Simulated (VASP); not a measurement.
# Cu: relaxation of cell and atoms with PBEsol

Crystal: Cu.

```
Cu
1.0
     0.00000    1.80750    1.80750
     1.80750    0.00000    1.80750
     1.80750    1.80750    0.00000
Cu
1
Direct
  0.00000 0.00000 0.00000
```

| Item | Value |
| --- | --- |
| Program | VASP 6.6.1 |
| Task | relaxation of cell and atoms |
| Functional | PBEsol |
| Potentials or basis | VASP PAW PBE potentials, release 64 (Cu) |
| Cutoff | 600 eV |
| k mesh | 13 × 13 × 13 |
| Occupations | fermi-dirac, width 0.05 eV |
| Spin | no spin polarisation |
| Dipole correction | no |
| Further INCAR settings | ALGO = Normal; EDIFF = 1e-07; IBRION = 2; EDIFFG = -0.01; NSW = 60; ISIF = 3 |

The relaxed volume is 11.36 Å³/atom, the relaxed cell is a = 2.523 Å, b = 2.523 Å, c = 2.523 Å, α = 60.00°, β = 60.00°, γ = 60.00° and the space group after relaxing (to 0.1 Å) is Fm-3m (No. 225). The energy gained by relaxing is 8.6 meV/atom, the ionic steps are 3 and the pressure after relaxing is 0.0 GPa. The band gap on the k mesh is zero (an odd number of electrons rules out a gap without spin polarisation).

Step by step:
```tsv
step	energy change (eV)	largest force (eV/Å)	pressure (GPa)	volume (Å³)
1	0.0000	0.0000	-5.84	11.81
2	-0.0052	0.0000	4.15	11.09
3	-0.0086	0.0000	0.00	11.36
```

Final structure:
```
Cu
1.0
     0.00000    1.78408    1.78408
     1.78408    0.00000    1.78408
     1.78408    1.78408    0.00000
Cu
1
Direct
  0.00000 0.00000 0.00000
```

Levels at points of the mesh, in eV from the Fermi level:
| k point | band 3 | band 4 | band 5 | band 6 | band 7 | band 8 | band 9 |
| --- | --- | --- | --- | --- | --- | --- | --- |
| (0.00, 0.00, 0.00) | -3.33 | -3.33 | -2.44 | -2.44 | 22.72 | 25.64 | 25.64 |

It took 12 s on 1 thread of AMD EPYC 9R45 96-Core Processor (Zen 5), on a shared host, peak memory 0.1 GiB.

Caveat: the PAW data sets were made with another functional, which shifts forces and pressure a little.
